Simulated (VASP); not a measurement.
Set up this calculation in VASP 6.6.1, as the native input.

| Item | Value |
| --- | --- |
| Task | single point |
| Functional | LDA |
| Potentials or basis | VASP PAW LDA potentials, release 64 (Cu) |
| Cutoff | 520 eV |
| k mesh | 5 × 5 × 5 |
| Occupations | fermi-dirac, width 0.1 eV |
| Spin | no spin polarisation |
| Dipole correction | no |
| Further INCAR settings | ALGO = Normal; EDIFF = 1e-06; NBANDS = 12 |

The structure of Cu lies in POSCAR:

```
Cu
1.0
    0.0000000000      1.7588202533      1.7588202533
    1.7588202533      0.0000000000      1.7588202533
    1.7588202533      1.7588202533      0.0000000000
Cu
1
Direct
    0.0000000000      0.0000000000      0.0000000000
```

These files were run (other wordings do the same):

INCAR

```
SYSTEM = Cu
ALGO = Normal ; EDIFF = 1E-6
ENCUT = 520 ; ISIF = 2
ISMEAR = -1 ; LASPH = .TRUE.
LCHARG = .FALSE. ; LREAL = .FALSE.
LWAVE = .FALSE. ; NBANDS = 12
NELM = 100 ; PREC = Accurate
SIGMA = 0.1
```

KPOINTS

```
k-points
0
G
  5 5 5
  0 0 0
```

Potentials or basis: VASP PAW LDA potentials, release 64 (Cu).

Launch:

```sh
$ cat potpaw_LDA.64/Cu/POTCAR > POTCAR
$ mpirun -np 1 vasp_std > vasp.out
```

It gave:

- Pressure: 0.1 GPa

Caveat: the k points lie up to 0.62 Å⁻¹ apart.

Wall time 2.1 s on 1 thread of AMD EPYC 7R13 Processor (Zen 3) (shared host), peak memory 0.08 GiB.
